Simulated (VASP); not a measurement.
# SnF (P4/mmm) in VASP: notebook

Runs on SnF. Level: PBE. Tasks: relaxation of cell and atoms, single point.

Program: VASP 6.6.1. These are calculated values, not measurements. Logs are shortened: lines on timing, memory, paths and dates and some standing lists are left out, and cuts for length are marked.

## 1. The cell of the first run

Symmetry: P4/mmm, No. 123, tetragonal system. The conventional cell has a = 3.110 Å, b = 3.110 Å, c = 4.139 Å, α = 90.00°, β = 90.00°, γ = 90.00°. Sn (site symmetry 4/mmm) has 2 F at 2.07 Å within 2.7 Å. Within 2.7 Å of F (site symmetry 4/mmm) lie 2 Sn at 2.07 Å.

The cell was generated, and may not be a known phase.

## 2. Relaxation of cell and atoms, PBE

INCAR reads:

```
PREC = Accurate
ENCUT = 600
EDIFF = 1E-7
ISMEAR = 0
SIGMA = 0.1
LREAL = F
LASPH = T
NELM = 120
ALGO = Normal
ISIF = 3
LWAVE = F
LCHARG = F
GGA = PE
IBRION = 2
NSW = 90
EDIFFG = -0.04
GGA_COMPAT = F
NELMIN = 4
```

KPOINTS reads:

```
regular mesh
0
Gamma
  6 6 4
```

POSCAR reads:

```
SnF
1.0
    3.1095616500      0.0000000000      0.0000000000
    0.0000000000      3.1095616500      0.0000000000
    0.0000000000      0.0000000000      4.1393565400
Sn F
1 1
Direct
    0.0000000000      0.0000000000      0.0000000000
    0.0000000000      0.0000000000      0.5000000000
```

Potentials or basis: VASP PAW PBE potentials, release 64 (Sn_d, F).

On the command line:

```console
cat potpaw_PBE.64/Sn_d/POTCAR potpaw_PBE.64/F/POTCAR > POTCAR
mpirun -np 1 vasp_std > vasp.out
```

OUTCAR:

```text
PREC = Accurate
   ENCUT = 600
   EDIFF = 1E-7
   ISMEAR = 0
   LREAL = F
   LASPH = T
   NELM = 120
   ISIF = 3
   GGA = PE
   IBRION = 2
   NSW = 90
   EDIFFG = -0.04
   NELMIN = 4

 ion  position               nearest neighbor table
   1  0.000  0.000  0.000-   2 2.07   2 2.07
   2  0.000  0.000  0.500-   1 2.07   1 2.07

  LATTYP: Found a simple tetragonal cell.
 ALAT       =     3.1095616500
 C/A-ratio  =     1.3311704368

  Lattice vectors:

 A1 = (   3.1095616500,   0.0000000000,   0.0000000000)
 A2 = (   0.0000000000,   3.1095616500,   0.0000000000)
 A3 = (   0.0000000000,   0.0000000000,   4.1393565400)

Analysis of symmetry for initial positions (statically):
=====================================================================
 Subroutine PRICEL returns:
 Original cell was already a primitive cell.

 Routine SETGRP: Setting up the symmetry group for a
 simple tetragonal supercell.

 Subroutine GETGRP returns: Found 16 space group operations
 (whereof 16 operations were pure point group operations)
 out of a pool of 16 trial point group operations.

The static configuration has the point symmetry D_4h.

Analysis of symmetry for dynamics (positions and initial velocities):
=====================================================================
 Subroutine PRICEL returns:
 Original cell was already a primitive cell.

 Routine SETGRP: Setting up the symmetry group for a
 simple tetragonal supercell.

 Subroutine GETGRP returns: Found 16 space group operations
 (whereof 16 operations were pure point group operations)
 out of a pool of 16 trial point group operations.

The dynamic configuration has the point symmetry D_4h.

 Subroutine INISYM returns: Found 16 space group operations
 (whereof 16 operations are pure point group operations),
 and found     1 'primitive' translations

----------------------------------------------------------------------------------------

                                     Primitive cell

  volume of cell :      40.0250

  direct lattice vectors                    reciprocal lattice vectors
     3.109561650  0.000000000  0.000000000     0.321588736  0.000000000  0.000000000
     0.000000000  3.109561650  0.000000000     0.000000000  0.321588736  0.000000000
     0.000000000  0.000000000  4.139356540     0.000000000  0.000000000  0.241583442

  length of vectors
     3.109561650  3.109561650  4.139356540     0.321588736  0.321588736  0.241583442

  position of ions in fractional coordinates (direct lattice)
     0.000000000  0.000000000  0.000000000
     0.000000000  0.000000000  0.500000000

  ion indices of the primitive-cell ions
   primitive index   ion index
                 1           1
                 2           2

----------------------------------------------------------------------------------------

 KPOINTS: regular mesh

Automatic generation of k-mesh.
 Grid dimensions read from file:
 generate k-points for:    6    6    4

 Generating k-lattice:

  Cartesian coordinates                     Fractional coordinates (reciprocal lattice)
     0.053598123  0.000000000  0.000000000     0.166666667  0.000000000  0.000000000
     0.000000000  0.053598123  0.000000000     0.000000000  0.166666667  0.000000000
     0.000000000  0.000000000  0.060395860     0.000000000  0.000000000  0.250000000

  Length of vectors
     0.053598123  0.053598123  0.060395860

  Shift w.r.t. Gamma in fractional coordinates (k-lattice)
     0.000000000  0.000000000  0.000000000

 Subroutine IBZKPT returns following result:
 ===========================================

 Found     30 irreducible k-points:

 Following reciprocal coordinates:
            Coordinates               Weight
  0.000000  0.000000  0.000000      1.000000
  0.166667  0.000000  0.000000      4.000000
  0.333333  0.000000  0.000000      4.000000
  0.500000  0.000000  0.000000      2.000000
  0.166667  0.166667  0.000000      4.000000
  0.333333  0.166667  0.000000      8.000000
[... 16 lines left out ...]
  0.333333  0.000000  0.500000      4.000000
  0.500000  0.000000  0.500000      2.000000
 [... further k-points ...]
   k-points           NKPTS =     30   k-points in BZ     NKDIM =     30   number of bands    NBANDS=     14
   number of dos      NEDOS =    301   number of ions     NIONS =      2
   total plane-waves  NPLWV =  28224
   dimension x,y,z NGX =    28 NGY =   28 NGZ =   36
   dimension x,y,z NGXF=    56 NGYF=   56 NGZF=   72
   ions per type =               1   1
   NGX,Y,Z   is equivalent  to a cutoff of  14.97, 14.97, 14.46 a.u.
   NGXF,Y,Z  is equivalent  to a cutoff of  29.94, 29.94, 28.92 a.u.
 SYSTEM =  unknown system
   PREC   = accura    normal or accurate (medium, high low for compatibility)
   ISTART =      0    job   : 0-new  1-cont  2-samecut
   ICHARG =      2    charge: 1-file 2-atom 10-const
   ISPIN  =      1    spin polarized calculation?
   LNONCOLLINEAR =      F non collinear calculations
   LSORBIT =      F    spin-orbit coupling
   LASPH  =      T    aspherical Exc in radial PAW
   ENCUT  =  600.0 eV  44.10 Ry    6.64 a.u.   6.21  6.21  8.27*2*pi/ulx,y,z
   NELM   =    120;   NELMIN=  4; NELMDL= -5     # of ELM steps
   EDIFF  = 0.1E-06   stopping-criterion for ELM
   LREAL  =      F    real-space projection
   EDIFFG = -.4E-01   stopping-criterion for IOM
   NSW    =     90    number of steps for IOM
   IBRION =      2    ionic relax: 0-MD 1-quasi-New 2-CG
   NFREE  =      1    steps in history (QN), initial steepest desc. (CG)
   ISIF   =      3    stress and relaxation
   ISYM   =      2    0-nonsym 1-usesym 2-fastsym
   POTIM  = 0.5000    time-step for ionic-motion
   TEBEG  =    0.0;   TEEND  =   0.0 temperature during run
   PSTRESS=    0.0 pullay stress
   NELECT =      21.0000    total number of electrons
   NUPDOWN=      -1.0000    fix difference up-down
   EMIN   =  10.00;   EMAX   =-10.00  energy-range for DOS
   EFERMI =   0.00;   METHOD = LEGACY
   ISMEAR =     0;   SIGMA  =   0.10  broadening in eV -4-tet -1-fermi 0-gaus
   EFERMI_NEDOS =   21; number of points for ismear=-14 and -15
   IALGO  =     38    algorithm
   IMIX   =      4    mixing-type and parameters
     AMIX     =   0.40;   BMIX     =  1.00
     AMIX_MAG =   1.60;   BMIX_MAG =  1.00
  volume/ion in A,a.u.               =      20.01       135.05
  Fermi-wavevector in a.u.,A,eV,Ry     =   1.320396  2.495187 23.721018  1.743446
  Thomas-Fermi vector in A             =   2.450225
   LORBIT       =      0    0 simple, 1 ext, 2 COOP (PROOUT), +10 PAW based schemes
   GGA     = PE    functional components
   LHFCALC =     F    Hartree Fock is set to
   AEXX    =    0.0000 exact exchange contribution
   IVDW    =     0    specifies the selected vdW correction
   LEPSILON=     F    determine dielectric tensor
   LRPA    =     F    only Hartree local field effects (RPA)
 conjugate gradient relaxation of ions
 non-spin polarized calculation
 Gauss-broadening in eV      SIGMA  =   0.10
  energy-cutoff  :      600.00
  volume of cell :       40.02
 maximum number of plane-waves:      1360
 NGX is ok and might be reduce to    28
   NGX = 13   NGY = 13   NGZ = 17

--------------------------------------- Ionic step        1  -------------------------------------------

 number of electron      20.9999995 magnetization

 Free energy of the ion-electron system (eV)
  ---------------------------------------------------
  ext. energy  EPLUGINS =         0.00000000
  ---------------------------------------------------
  free energy    TOTEN  =        -8.30241806 eV

  energy without entropy =       -8.29399495  energy(sigma->0) =       -8.29820651

 E-fermi :   5.4720     XC(G=0):  -9.4436

 val. band max:        5.4633435119   @ k =   0.3333   0.1667   0.2500
 cond. band min:       5.5906347988   @ k =   0.3333   0.3333   0.5000
 fundamental gap:      0.1272912869
 Fermi energy:         5.4719899189

 k-point     1 :       0.0000    0.0000    0.0000
  band No.  band energies     occupation
      1     -19.7609      2.00000
      2     -16.2159      2.00000
      3     -15.9743      2.00000
      4     -15.9743      2.00000
      5     -15.8790      2.00000
      6     -15.5514      2.00000
      7      -2.8531      2.00000
      8      -2.7910      2.00000
      9       0.1875      2.00000
     10       0.1875      2.00000
     11       9.8691      0.00000
     12      12.3144      0.00000
     13      12.3144      0.00000
     14      12.3715      0.00000
[... 377 lines left out ...]
      1     -19.1494      2.00000
      2     -16.2671      2.00000
      3     -16.0953      2.00000
      4     -15.9796      2.00000
      5     -15.9659      2.00000
      6     -15.9559      2.00000
      7      -3.7875      2.00000
      8      -0.6597      2.00000
      9       0.4667      2.00000
     10       2.2881      2.00000
     11       3.8328      2.00000
     12       9.4773      0.00000
     13      11.8494      0.00000
     14      14.1804      0.00000

 [... further k-points ...]

------------------------ aborting loop because EDIFF is reached ----------------------------------------

  FORCE on cell =-STRESS in cart. coord.  units (eV):
  Direction    XX          YY          ZZ          XY          YZ          ZX
  --------------------------------------------------------------------------------------
  -------------------------------------------------------------------------------------
  Total        0.0953377      0.0953377      8.1322862      0.0000000     -0.0000000      0.0000000
  in kB        3.8163137      3.8163137    325.5307805      0.0000000     -0.0000000      0.0000000
  external PRESSURE =     111.0544693 kB  Pullay stress =       0.0000000 kB
[... 167 lines left out ...]
--------------------------------------- Ionic step        6  -------------------------------------------

 number of electron      20.9999993 magnetization

 Free energy of the ion-electron system (eV)
  ---------------------------------------------------
  ext. energy  EPLUGINS =         0.00000000
  ---------------------------------------------------
  free energy    TOTEN  =        -8.57654255 eV

  energy without entropy =       -8.56788810  energy(sigma->0) =       -8.57221533

 E-fermi :   4.2513     XC(G=0):  -9.0905

 val. band max:        4.1354324646   @ k =   0.5000   0.5000   0.0000
 cond. band min:       4.2540462634   @ k =   0.3333   0.1667   0.2500
 fundamental gap:      0.1186137988
 Fermi energy:         4.2513123793

 k-point     1 :       0.0000    0.0000    0.0000
  band No.  band energies     occupation
      1     -19.3303      2.00000
      2     -17.3735      2.00000
      3     -17.1203      2.00000
      4     -17.1203      2.00000
      5     -17.0504      2.00000
      6     -16.8406      2.00000
      7      -4.1339      2.00000
      8      -2.4293      2.00000
      9       0.3895      2.00000
     10       0.3895      2.00000
     11       8.0754      0.00000
     12      11.0290      0.00000
     13      11.0290      0.00000
     14      11.4745      0.00000
[... 377 lines left out ...]
      1     -18.8517      2.00000
      2     -17.3197      2.00000
      3     -17.2222      2.00000
      4     -17.1335      2.00000
      5     -17.1166      2.00000
      6     -17.0802      2.00000
      7      -3.7802      2.00000
      8      -0.5618      2.00000
      9       0.5851      2.00000
     10       1.2588      2.00000
     11       2.3632      2.00000
     12       7.8266      0.00000
     13      10.9787      0.00000
     14      13.0627      0.00000

 [... further k-points ...]

------------------------ aborting loop because EDIFF is reached ----------------------------------------

  FORCE on cell =-STRESS in cart. coord.  units (eV):
  Direction    XX          YY          ZZ          XY          YZ          ZX
  --------------------------------------------------------------------------------------
  -------------------------------------------------------------------------------------
  Total        0.0697599      0.0697599      0.0139348      0.0000000     -0.0000000      0.0000000
  in kB        2.5772012      2.5772012      0.5148059      0.0000000     -0.0000000      0.0000000
  external PRESSURE =       1.8897361 kB  Pullay stress =       0.0000000 kB
[... 17 lines left out ...]
  FREE ENERGIE OF THE ION-ELECTRON SYSTEM (eV)
  ---------------------------------------------------
  free  energy   TOTEN  =        -8.5765425526 eV

  energy  without entropy=       -8.5678880987  energy(sigma->0) =       -8.57221533

 reached required accuracy - stopping structural energy minimisation
```

Wall time 51 s (1 thread of Intel Xeon Platinum 8488C (Sapphire Rapids), shared host); peak memory 0.19 GiB.

What came out:

```
Free energy                           : -8.5765 eV
Relaxed volume                        : 21.68 Å³/atom
Relaxed cell                          : a = 3.122 Å, b = 3.122 Å, c = 4.450 Å, α = 90.00°, β = 90.00°, γ = 90.00°
Space group after relaxing (to 0.1 Å) : P4/mmm (No. 123)
Energy gained by relaxing             : 137.1 meV/atom
Ionic steps                           : 6
Pressure after relaxing               : 0.2 GPa
Band gap on the k mesh                : zero (an odd number of electrons rules out a gap without spin polarisation)
```

The path:
| step | energy change (eV) | largest force (eV/Å) | pressure (GPa) | volume (Å³) |
| --- | --- | --- | --- | --- |
| 1 | 0.0000 | 0.0000 | 11.11 | 40.02 |
| 2 | 0.1351 | 0.0000 | -6.73 | 48.10 |
| 3 | -0.2721 | 0.0000 | -0.23 | 43.36 |
| 4 | -0.2734 | 0.0000 | 0.23 | 43.17 |
| 5 | -0.2735 | 0.0000 | 0.36 | 43.11 |
| 6 | -0.2741 | 0.0000 | 0.19 | 43.37 |

Final structure:
```
CELL_PARAMETERS angstrom
3.12169 0.00000 0.00000
0.00000 3.12169 0.00000
0.00000 0.00000 4.45028
ATOMIC_POSITIONS crystal
Sn 0.00000 0.00000 0.00000
F 0.00000 0.00000 0.50000
```

Caveat: the k points lie up to 0.35 Å⁻¹ apart in the final cell, too coarse for converged energies and pressures of a metal; spin-orbit coupling is left out, which moves the levels of the heavy elements; an odd number of electrons without spin polarisation forces a metal; a magnetic or distorted state may lie lower.

## 3. Single point, PBE

This run uses another cell than the first one, of 21.46 Å³/atom.

INCAR reads:

```
SYSTEM = SnF
  PREC = Accurate
  ENCUT = 600
  EDIFF = 1E-6
  ISMEAR = 0
  SIGMA = 0.1
  LREAL = .FALSE.
  LASPH = .TRUE.
  NELM = 120
  ALGO = Normal
  ISIF = 2
  LWAVE = .FALSE.
  LCHARG = .FALSE.
  GGA = PE
  NBANDS = 18
  GGA_COMPAT = .FALSE.
```

KPOINTS reads:

```
Automatic mesh
0
G
  18 18 12
  0 0 0
```

POSCAR reads:

```
SnF
1.0
    3.1080562024      0.0000000000      0.0000000000
    0.0000000000      3.1080562024      0.0000000000
    0.0000000000      0.0000000000      4.4426017923
Sn F
1 1
Direct
    0.0000000000      0.0000000000      0.0000000000
    0.0000000000      0.0000000000      0.5000000000
```

Potentials or basis: VASP PAW PBE potentials, release 64 (Sn_d, F).

On the command line:

```console
cat potpaw_PBE.64/Sn_d/POTCAR potpaw_PBE.64/F/POTCAR > POTCAR
mpirun -np 1 vasp_std > vasp.out
```

Run time: 2.5 min. Hardware: 1 thread of Intel Xeon Platinum 8488C (Sapphire Rapids), shared host; peak memory 0.44 GiB.

The run converged. Its results:

| Property | Result |
| --- | --- |
| Free energy | -8.6775 eV |
| Pressure | 0.0 GPa |
| Band gap on the k mesh | zero (an odd number of electrons rules out a gap without spin polarisation) |

Stress tensor (GPa, compression positive):
```
-0.18  0.00  0.00
 0.00 -0.18  0.00
 0.00  0.00  0.27
```

Levels at points of the mesh, in eV from the Fermi level:
| k point | band 7 | band 8 | band 9 | band 10 | band 11 | band 12 | band 13 | band 14 | band 15 | band 16 |
| --- | --- | --- | --- | --- | --- | --- | --- | --- | --- | --- |
| (0.00, 0.00, 0.00) | -8.31 | -6.59 | -3.74 | -3.74 | 3.94 | 6.99 | 6.99 | 7.38 | 9.64 | 12.39 |
| (0.50, 0.00, 0.00) | -6.24 | -5.41 | -5.30 | -3.63 | -1.89 | 6.63 | 7.47 | 9.56 | 10.84 | 12.18 |
| (0.50, 0.50, 0.00) | -5.97 | -4.81 | -4.81 | -1.90 | 0.01 | 0.01 | 4.17 | 9.69 | 10.22 | 10.22 |
| (0.00, 0.00, 0.50) | -9.84 | -3.64 | -3.64 | -3.11 | 0.68 | 6.61 | 6.61 | 10.22 | 10.86 | 12.59 |
| (0.50, 0.00, 0.50) | -7.93 | -4.72 | -3.55 | -2.91 | -1.75 | 3.72 | 6.88 | 9.07 | 13.15 | 14.34 |
| (0.50, 0.50, 0.50) | -6.65 | -4.44 | -4.44 | -0.68 | -0.68 | 0.71 | 4.78 | 6.78 | 8.23 | 10.30 |

Caveat: spin-orbit coupling is left out, which moves the levels of the heavy elements; an odd number of electrons without spin polarisation forces a metal; a magnetic or distorted state may lie lower.

## 4. Relaxation of cell and atoms, PBE

This run uses another cell than the first one, of 21.83 Å³/atom.

INCAR reads:

```
SYSTEM = SnF
PREC = Accurate
ENCUT = 600
EDIFF = 1E-7
ISMEAR = 0
SIGMA = 0.1
LREAL = .FALSE.
LASPH = .TRUE.
NELM = 120
ALGO = Normal
ISIF = 3
LWAVE = .FALSE.
LCHARG = .FALSE.
GGA = PE
IBRION = 2
NSW = 100
EDIFFG = -0.01
GGA_COMPAT = .FALSE.
NELMIN = 4
```

KPOINTS is that of step 3.

POSCAR reads:

```
SnF
1.0
    3.1337511334      0.0000000000      0.0000000000
    0.0000000000      3.1337511334      0.0000000000
    0.0000000000      0.0000000000      4.4464793483
Sn F
1 1
Direct
    0.0000000000      0.0000000000      0.0000000000
    0.0000000000      0.0000000000      0.5000000000
```

On the command line:

```console
cat potpaw_PBE.64/Sn_d/POTCAR potpaw_PBE.64/F/POTCAR > POTCAR
mpirun -np 1 vasp_std > vasp.out
```

Run time: 8 min. Hardware: 1 thread of Intel Xeon Platinum 8488C (Sapphire Rapids), shared host; peak memory 0.42 GiB.

It converged, with:

| Quantity | Value |
| --- | --- |
| Free energy | -8.6785 eV |
| Relaxed volume | 21.36 Å³/atom |
| Relaxed cell | a = 3.100 Å, b = 3.100 Å, c = 4.446 Å, α = 90.00°, β = 90.00°, γ = 90.00° |
| Space group after relaxing (to 0.1 Å) | P4/mmm (No. 123) |
| Energy gained by relaxing | 1.3 meV/atom |
| Ionic steps | 5 |
| Pressure after relaxing | 0.0 GPa |
| Band gap on the k mesh | zero (an odd number of electrons rules out a gap without spin polarisation) |

Step by step:
| step | energy change (eV) | largest force (eV/Å) | pressure (GPa) | volume (Å³) |
| --- | --- | --- | --- | --- |
| 1 | 0.0000 | 0.0000 | -0.55 | 43.67 |
| 2 | -0.0020 | 0.0000 | -0.34 | 43.19 |
| 3 | -0.0024 | 0.0000 | -0.16 | 42.82 |
| 4 | -0.0023 | 0.0000 | 0.26 | 42.58 |
| 5 | -0.0025 | 0.0000 | 0.01 | 42.72 |

Final structure:
```
CELL_PARAMETERS angstrom
3.10003 0.00000 0.00000
0.00000 3.10003 0.00000
0.00000 0.00000 4.44551
ATOMIC_POSITIONS crystal
Sn 0.00000 0.00000 0.00000
F 0.00000 0.00000 0.50000
```

Levels at points of the mesh, in eV from the Fermi level:
```
           k point  band 9  band 10  band 11  band 12  band 13  band 14
(0.00, 0.00, 0.00)   -3.72    -3.72     3.92     7.04     7.04     7.40
(0.50, 0.00, 0.00)   -5.30    -3.61    -1.90     6.62     7.46     9.64
(0.50, 0.50, 0.00)   -4.80    -1.86     0.00     0.00     4.17     9.70
(0.00, 0.00, 0.50)   -3.62    -3.12     0.66     6.66     6.66    10.27
(0.50, 0.00, 0.50)   -3.52    -2.94    -1.75     3.72     6.89     9.15
(0.50, 0.50, 0.50)   -4.43    -0.68    -0.68     0.74     4.78     6.80
```

Caveat: spin-orbit coupling is left out, which moves the levels of the heavy elements; an odd number of electrons without spin polarisation forces a metal; a magnetic or distorted state may lie lower.

## 5. The runs side by side

| task | cell | k mesh | gap on the mesh (eV) | pressure (GPa) | relaxed volume (Å³/atom) |
| --- | --- | --- | --- | --- | --- |
| relaxation of cell and atoms | relaxed from a = 3.110, b = 3.110, c = 4.139 Å, 2 atoms | 6 × 6 × 4 | none | 0.2 | 21.68 |
| single point | a = 3.108, b = 3.108, c = 4.443 Å, 2 atoms | 18 × 18 × 12 | none | 0.0 | - |
| relaxation of cell and atoms | relaxed from a = 3.134, b = 3.134, c = 4.446 Å, 2 atoms | 18 × 18 × 12 | none | 0.0 | 21.36 |

Alike in all rows: level PBE; potentials or basis VASP PAW PBE potentials, release 64 (Sn_d, F); no spin polarisation; cutoff (eV) 600; smearing gaussian 0.1 eV.

Caveats: some runs use coarse meshes; spin-orbit coupling is left out, which moves the levels of the heavy elements; an odd number of electrons without spin polarisation forces a metal; a magnetic or distorted state may lie lower.

Absolute energies hang on the potentials; compare differences alone.

The gap in the log of VASP goes by the Fermi energy; the results here count the filled bands.